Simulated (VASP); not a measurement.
Write the native input for VASP 6.6.1 that does the following.

| Quantity | Value |
| --- | --- |
| Task | single point |
| Functional | PBE |
| Potentials or basis | VASP PAW PBE potentials, release 64 (Pt, H) |
| Cutoff | 520 eV |
| k mesh | 6 × 6 × 1 |
| Occupations | gaussian, width 0.1 eV |
| Spin | no spin polarisation |
| Dipole correction | yes |
| Further INCAR settings | ALGO = Normal; EDIFF = 1e-06; NBANDS = 74 |

The structure of HPt6 lies in POSCAR:

```
HPt6
1.0
    5.6145835605      0.0000000000      0.0000000000
   -2.8072917802      4.8623719950      0.0000000000
    0.0000000000      0.0000000000     22.6197373747
Pt H
12 2
Direct
    0.3333333333      0.1666666667      0.1768367127
    0.3333333333      0.6666666667      0.1768367127
    0.8333333333      0.1666666667      0.1768367127
    0.8333333333      0.6666666667      0.1768367127
    0.1666666667      0.3333333333      0.2789580515
    0.1666666667      0.8333333333      0.2789580515
    0.6666666667      0.3333333333      0.2789580515
    0.6666666667      0.8333333333      0.2789580515
    0.0000000000      0.0000000000      0.3810715055
    0.0000000000      0.5000000000      0.3810715055
    0.5000000000      0.0000000000      0.3810715055
    0.5000000000      0.5000000000      0.3810715055
    0.1892786072      0.3785572143      0.4009656357
    0.3107213928      0.6214427857      0.4009656357
```

These files were run (other wordings do the same):

INCAR

```
PREC = Accurate ; ENCUT = 520
EDIFF = 1E-6 ; ISMEAR = 0
SIGMA = 0.1 ; LREAL = F
LASPH = T ; NELM = 100
ALGO = Normal ; ISIF = 2
LWAVE = F ; LCHARG = F
LDIPOL = T ; IDIPOL = 3
DIPOL = 0.5 0.5 0.296 ; GGA = PE
NBANDS = 74
```

KPOINTS

```
Automatic mesh
0
Gamma
  6 6 1
```

Potentials or basis: VASP PAW PBE potentials, release 64 (Pt, H).

The run is started by

```console
$ cat potpaw_PBE.64/Pt/POTCAR potpaw_PBE.64/H/POTCAR > POTCAR
$ mpirun -np 1 vasp_std > vasp.out
```

It gave:

| Property | Result |
| --- | --- |
| Largest force | 5.171 eV/Å |
| Band gap on the k mesh | zero (band 61 reaches -0.44 eV, above the bottom of band 62 at -1.00 eV) |

Caveat: spin-orbit coupling is left out, which moves the levels of the heavy elements.

It took 16 min on 1 thread of Intel(R) Xeon(R) 6975P-C (Granite Rapids) (shared host), peak memory 0.86 GiB.
